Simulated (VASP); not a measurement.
Crystal: ZrSnO4.

```
Zr Sn O
1.0
     3.43317   -3.39931    0.00000
     3.43317    3.39931    0.00000
     0.00000    0.00000    3.21796
Zr Sn O
1 1 4
Direct
  0.50000 0.50000 0.50000
  0.00000 0.00000 0.00000
  0.19244 0.19244 0.50000
  0.80756 0.80756 0.50000
  0.69652 0.30348 0.00000
  0.30348 0.69652 0.00000
```

Base run:

```yaml
Program: VASP 6.6.1
Functional: r2SCAN
Potentials_or_basis: VASP PAW PBE potentials, release 64 (Zr_sv, Sn_d, O)
Cutoff: 520 eV
k_mesh: 6 × 6 × 8
Occupations: gaussian, width 0.01 eV
Spin: no spin polarisation
```

Its results: band gap on the k mesh 2.84 eV; pressure 0.7 GPa; largest force 0.066 eV/Å.

The run is repeated on the same cell with these changes: functional from r2SCAN to PBE; occupations from gaussian, width 0.01 eV to fermi-dirac, width 0.02 eV. What comes out?

Band gap on the k mesh 2.23 eV; pressure 5.8 GPa; largest force 0.318 eV/Å.

Caveats: spin-orbit coupling is left out, which moves the levels of the heavy elements; the PAW data sets were made with another functional, which shifts forces and pressure a little (at least some runs); the cell stands under pressure (at least some runs).

A k mesh can miss the band edges.
